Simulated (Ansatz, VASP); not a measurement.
## SnTe: VASP beside Ansatz

```xyz
2
Lattice="3.9047 0.0000 0.0000 0.0000 3.9047 0.0000 0.0000 0.0000 3.9047" Properties=species:S:1:pos:R:3 pbc="T T T"
Te    1.9524    1.9524    1.9524
Sn    0.0000    0.0000    0.0000
```

Alike in both runs: task single point; functional PBE; k mesh 7 × 7 × 7; occupations fermi-dirac, width 0.05 eV; no spin polarisation.

|  | VASP | Ansatz |
| --- | --- | --- |
| version | VASP 6.6.1 | Ansatz 0.2.0 |
| potentials or method | VASP PAW PBE potentials, release 64 (Te, Sn_d), cutoff 520 eV | all-electron LAPW, scalar-relativistic |

VASP gave:

- gap on the k mesh at the Fermi level (eV): none
- pressure (GPa): -1.1

Task: What did Ansatz give for the same quantities?

Result: gap on the k mesh at the Fermi level (eV): none; pressure (GPa): -1.0.

A gap of «none» marks a metal or a gap that the smearing closes. Ansatz ran all-electron here, and VASP with PAW potentials.

Neither program's run includes spin-orbit coupling.
